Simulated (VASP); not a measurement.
# LiH (Fm-3m) in VASP: single point with PBEsol

Aim: the single point of LiH with PBEsol.

Program: VASP 6.6.1. These are calculated values, not measurements. Logs are shortened: lines on timing, memory, paths and dates and some standing lists are left out, and cuts for length are marked.

### Step 1. The cell of the first run

Symmetry: Fm-3m, No. 225, cubic system. Conventional cell: a = 3.980 Å, b = 3.980 Å, c = 3.980 Å, α = 90.00°, β = 90.00°, γ = 90.00°. Li (site symmetry m-3m) has 6 H at 1.99 Å within 2.6 Å. Within 2.6 Å of H (site symmetry m-3m) lie 6 Li at 1.99 Å.

### Step 2. Single point, PBEsol

Input file INCAR:

```
ALGO = Normal
EDIFF = 1E-6
ENCUT = 520
GGA = PS
ISIF = 2
ISMEAR = -1
LASPH = T
LCHARG = F
LREAL = F
LWAVE = F
NBANDS = 15
NELM = 60
PREC = Accurate
SIGMA = 0.03
```

Input file KPOINTS:

```
k-points
0
Gamma
  9 9 4
```

Input file POSCAR:

```
LiH
1.0
    2.8141778806      0.0000000000      0.0000000000
   -1.4070889403      2.4371495354      0.0000000000
    0.0000000000      0.0000000000      6.8930744544
Li H
3 3
Direct
    0.3333256029      0.0000000000      0.6666666667
    0.6666743971      0.6666743971      0.0000000000
    0.0000000000      0.3333256029      0.3333333333
    0.3333292951      0.0000000000      0.1666666667
    0.6666707049      0.6666707049      0.5000000000
    0.0000000000      0.3333292951      0.8333333333
```

Potentials or basis: VASP PAW PBE potentials, release 64 (Li_sv, H).

Command:

```console
$ cat potpaw_PBE.64/Li_sv/POTCAR potpaw_PBE.64/H/POTCAR > POTCAR
$ mpirun -np 1 vasp_std > vasp.out
```

OUTCAR:

```text
EDIFF = 1E-6
   ENCUT = 520
   GGA = PS
   ISIF = 2
   ISMEAR = -1
   LASPH = T
   LREAL = F
   NELM = 60
   PREC = Accurate

 ion  position               nearest neighbor table
   1  0.333  0.000  0.667-
   2  0.667  0.667  0.000-
   3  0.000  0.333  0.333-
   4  0.333  0.000  0.167-
   5  0.667  0.667  0.500-
   6  0.000  0.333  0.833-

  LATTYP: Found a hexagonal cell.
 ALAT       =     2.8141778806
 C/A-ratio  =     2.4494096489

  Lattice vectors:

 A1 = (   2.8141778806,   0.0000000000,   0.0000000000)
 A2 = (  -1.4070889403,   2.4371495354,   0.0000000000)
 A3 = (   0.0000000000,   0.0000000000,   6.8930744544)

Analysis of symmetry for initial positions (statically):
=====================================================================
 Subroutine PRICEL returns:
 Original cell was already a primitive cell.

 Routine SETGRP: Setting up the symmetry group for a
 hexagonal supercell.

 Subroutine GETGRP returns: Found  6 space group operations
 (whereof  2 operations were pure point group operations)
 out of a pool of 24 trial point group operations.

The static configuration has the point symmetry C_2 .
 The point group associated with its full space group is D_3 .

Analysis of symmetry for dynamics (positions and initial velocities):
=====================================================================
 Subroutine PRICEL returns:
 Original cell was already a primitive cell.

 Routine SETGRP: Setting up the symmetry group for a
 hexagonal supercell.

 Subroutine GETGRP returns: Found  6 space group operations
 (whereof  2 operations were pure point group operations)
 out of a pool of 24 trial point group operations.

The dynamic configuration has the point symmetry C_2 .
 The point group associated with its full space group is D_3 .

 Subroutine INISYM returns: Found  6 space group operations
 (whereof  2 operations are pure point group operations),
 and found     1 'primitive' translations

----------------------------------------------------------------------------------------

                                     Primitive cell

  volume of cell :      47.2766

  direct lattice vectors                    reciprocal lattice vectors
     2.814177881  0.000000000  0.000000000     0.355343565  0.205157703  0.000000000
    -1.407088940  2.437149535  0.000000000     0.000000000  0.410315406  0.000000000
     0.000000000  0.000000000  6.893074454     0.000000000  0.000000000  0.145073146

  length of vectors
     2.814177881  2.814177881  6.893074454     0.410315406  0.410315406  0.145073146

  position of ions in fractional coordinates (direct lattice)
     0.333325603  0.000000000  0.666666667
     0.666674397  0.666674397  0.000000000
     0.000000000  0.333325603  0.333333333
     0.333329295  0.000000000  0.166666667
     0.666670705  0.666670705  0.500000000
     0.000000000  0.333329295  0.833333333

  ion indices of the primitive-cell ions
   primitive index   ion index
                 1           1
                 2           2
                 3           3
                 4           4
                 5           5
                 6           6

----------------------------------------------------------------------------------------

 KPOINTS: k-points

Automatic generation of k-mesh.
 Grid dimensions read from file:
 generate k-points for:    9    9    4

 Generating k-lattice:

  Cartesian coordinates                     Fractional coordinates (reciprocal lattice)
     0.039482618  0.022795300  0.000000000     0.111111111  0.000000000  0.000000000
     0.000000000  0.045590601  0.000000000     0.000000000  0.111111111  0.000000000
     0.000000000  0.000000000  0.036268287     0.000000000  0.000000000  0.250000000

  Length of vectors
     0.045590601  0.045590601  0.036268287

  Shift w.r.t. Gamma in fractional coordinates (k-lattice)
     0.000000000  0.000000000  0.000000000

 Subroutine IBZKPT returns following result:
 ===========================================

 Found     43 irreducible k-points:

 Following reciprocal coordinates:
            Coordinates               Weight
  0.000000  0.000000  0.000000      1.000000
  0.111111  0.000000  0.000000      6.000000
  0.222222 -0.000000  0.000000      6.000000
  0.333333  0.000000  0.000000      6.000000
  0.444444 -0.000000  0.000000      6.000000
  0.111111  0.111111  0.000000      6.000000
[... 16 lines left out ...]
  0.222222  0.111111  0.250000     12.000000
 -0.111111  0.333333  0.250000     12.000000
 [... further k-points ...]
   k-points           NKPTS =     43   k-points in BZ     NKDIM =     43   number of bands    NBANDS=     15
   number of dos      NEDOS =    301   number of ions     NIONS =      6
   total plane-waves  NPLWV =  31104
   dimension x,y,z NGX =    24 NGY =   24 NGZ =   54
   dimension x,y,z NGXF=    48 NGYF=   48 NGZF=  108
   ions per type =               3   3
   NGX,Y,Z   is equivalent  to a cutoff of  14.18, 14.18, 13.02 a.u.
   NGXF,Y,Z  is equivalent  to a cutoff of  28.36, 28.36, 26.05 a.u.
 SYSTEM =  unknown system
   PREC   = accura    normal or accurate (medium, high low for compatibility)
   ISTART =      0    job   : 0-new  1-cont  2-samecut
   ICHARG =      2    charge: 1-file 2-atom 10-const
   ISPIN  =      1    spin polarized calculation?
   LNONCOLLINEAR =      F non collinear calculations
   LSORBIT =      F    spin-orbit coupling
   LASPH  =      T    aspherical Exc in radial PAW
   ENCUT  =  520.0 eV  38.22 Ry    6.18 a.u.   5.23  5.23 12.82*2*pi/ulx,y,z
   NELM   =     60;   NELMIN=  2; NELMDL= -5     # of ELM steps
   EDIFF  = 0.1E-05   stopping-criterion for ELM
   LREAL  =      F    real-space projection
   EDIFFG = 0.1E-04   stopping-criterion for IOM
   NSW    =      0    number of steps for IOM
   IBRION =     -1    ionic relax: 0-MD 1-quasi-New 2-CG
   NFREE  =      0    steps in history (QN), initial steepest desc. (CG)
   ISIF   =      2    stress and relaxation
   ISYM   =      2    0-nonsym 1-usesym 2-fastsym
   POTIM  = 0.5000    time-step for ionic-motion
   TEBEG  =    0.0;   TEEND  =   0.0 temperature during run
   PSTRESS=    0.0 pullay stress
   NELECT =      12.0000    total number of electrons
   NUPDOWN=      -1.0000    fix difference up-down
   EMIN   =  10.00;   EMAX   =-10.00  energy-range for DOS
   EFERMI =   0.00;   METHOD = LEGACY
   ISMEAR =    -1;   SIGMA  =   0.03  broadening in eV -4-tet -1-fermi 0-gaus
   EFERMI_NEDOS =   21; number of points for ismear=-14 and -15
   IALGO  =     38    algorithm
   IMIX   =      4    mixing-type and parameters
     AMIX     =   0.40;   BMIX     =  1.00
     AMIX_MAG =   1.60;   BMIX_MAG =  1.00
  volume/ion in A,a.u.               =       7.88        53.17
  Fermi-wavevector in a.u.,A,eV,Ry     =   1.036541  1.958778 14.618325  1.074417
  Thomas-Fermi vector in A             =   2.170936
   LORBIT       =      0    0 simple, 1 ext, 2 COOP (PROOUT), +10 PAW based schemes
   GGA     = PS    functional components
   LHFCALC =     F    Hartree Fock is set to
   AEXX    =    0.0000 exact exchange contribution
   IVDW    =     0    specifies the selected vdW correction
   LEPSILON=     F    determine dielectric tensor
   LRPA    =     F    only Hartree local field effects (RPA)
 non-spin polarized calculation
  energy-cutoff  :      520.00
  volume of cell :       47.28
 maximum number of plane-waves:      1293
 NGX is ok and might be reduce to    24
   NGX = 11   NGY = 11   NGZ = 25

 number of electron      12.0000000 magnetization

 Free energy of the ion-electron system (eV)
  ---------------------------------------------------
  ext. energy  EPLUGINS =         0.00000000
  ---------------------------------------------------
  free energy    TOTEN  =       -18.36136534 eV

  energy without entropy =      -18.36136533  energy(sigma->0) =      -18.36136533

 E-fermi :   0.7902     XC(G=0):  -8.6808

 val. band max:        0.1851853562   @ k =   0.4444   0.1111   0.0000
 cond. band min:       3.2184917418   @ k =   0.4444   0.1111   0.0000
 fundamental gap:      3.0333063856
 Fermi energy:         0.7901678444

 k-point     1 :       0.0000    0.0000    0.0000
  band No.  band energies     occupation
      1     -43.4257      2.00000
      2     -43.3853      2.00000
      3     -43.3853      2.00000
      4      -5.3663      2.00000
      5      -3.5488      2.00000
      6      -3.5488      2.00000
      7       7.4689      0.00000
      8       7.4689      0.00000
      9      14.6713      0.00000
     10      14.6713      0.00000
     11      16.6432      0.00000
     12      16.6979      0.00000
     13      16.6980      0.00000
     14      16.6980      0.00000
     15      16.6981      0.00000

 k-point     2 :       0.1111    0.0000    0.0000
  band No.  band energies     occupation
      1     -43.4202      2.00000
      2     -43.3820      2.00000
      3     -43.3819      2.00000
      4      -5.1696      2.00000
      5      -3.3298      2.00000
      6      -3.3161      2.00000
      7       7.5216      0.00000
      8       7.5625      0.00000
      9      12.2329      0.00000
     10      13.0630      0.00000
     11      14.5975      0.00000
     12      15.0231      0.00000
     13      16.0934      0.00000
     14      16.9999      0.00000
     15      17.2180      0.00000
[... 365 lines left out ...]
      3     -43.3609      2.00000
      4      -3.8598      2.00000
      5      -2.9647      2.00000
      6      -1.1870      2.00000
      7       5.5126      0.00000
      8       7.7172      0.00000
      9       7.8460      0.00000
     10      10.4941      0.00000
     11      10.6531      0.00000
     12      11.4036      0.00000
     13      12.4715      0.00000
     14      14.3672      0.00000
     15      14.8118      0.00000

 k-point    24 :      -0.1111    0.3333    0.2500
  band No.  band energies     occupation
      1     -43.3917      2.00000
      2     -43.3755      2.00000
      3     -43.3617      2.00000
      4      -3.9181      2.00000
      5      -2.8042      2.00000
      6      -1.3407      2.00000
      7       6.0182      0.00000
      8       7.1977      0.00000
      9       8.1798      0.00000
     10       9.2132      0.00000
     11      10.5242      0.00000
     12      12.7530      0.00000
     13      13.1823      0.00000
     14      13.2519      0.00000
     15      15.9273      0.00000

 [... further k-points ...]
[... 5 lines left out ...]
  --------------------------------------------------------------------------------------
  -------------------------------------------------------------------------------------
  Total       -0.0530839     -0.0530839     -0.0524551     -0.0000000      0.0000000      0.0000000
  in kB       -1.7989830     -1.7989830     -1.7776714     -0.0000000      0.0000000      0.0000000
  external PRESSURE =      -1.7918791 kB  Pullay stress =       0.0000000 kB

 VOLUME and BASIS-vectors are now :
 -----------------------------------------------------------------------------
  energy-cutoff  :      520.00
  volume of cell :       47.28
      direct lattice vectors                 reciprocal lattice vectors
     2.814177881  0.000000000  0.000000000     0.355343565  0.205157703  0.000000000
    -1.407088940  2.437149535  0.000000000     0.000000000  0.410315406  0.000000000
     0.000000000  0.000000000  6.893074454     0.000000000  0.000000000  0.145073146

 POSITION                                       TOTAL-FORCE (eV/Angst)
 -----------------------------------------------------------------------------------
      0.93804      0.00000      4.59538         0.000048     -0.000000     -0.000000
      0.93807      1.62479      0.00000        -0.000024     -0.000042      0.000000
     -0.46902      0.81236      2.29769        -0.000024      0.000042      0.000000
      0.93805      0.00000      1.14885         0.000041     -0.000000      0.000000
      0.93806      1.62478      3.44654        -0.000021     -0.000036      0.000000
     -0.46902      0.81237      5.74423        -0.000021      0.000036      0.000000
 -----------------------------------------------------------------------------------
    total drift:                               -0.000000      0.000000      0.000000

  FREE ENERGIE OF THE ION-ELECTRON SYSTEM (eV)
  ---------------------------------------------------
  free  energy   TOTEN  =       -18.3613653350 eV

  energy  without entropy=      -18.3613653350  energy(sigma->0) =      -18.36136533
```

Run time: 26 s. Hardware: 1 thread of Intel Xeon Platinum 8259CL at 2.50GHz (Skylake/Cascade Lake), shared host; peak memory 0.17 GiB.

What came out:

```
Free energy            : -18.3614 eV
Band gap on the k mesh : 3.03 eV
```

Levels at points of the mesh, in eV from the valence-band top:
```
           k point  band 4  band 5  band 6  band 7  band 8  band 9
(0.00, 0.00, 0.00)   -5.55   -3.73   -3.73    7.28    7.28   14.49
(0.00, 0.00, 0.50)   -5.06   -5.06   -2.69    4.83   12.59   12.59
```

Caveat: the cutoff is under 1.25 times the usual one of these potentials, so pressure, stress and relaxed cells hold a basis-set (Pulay) error; the PAW data sets were made with another functional, which shifts forces and pressure a little.
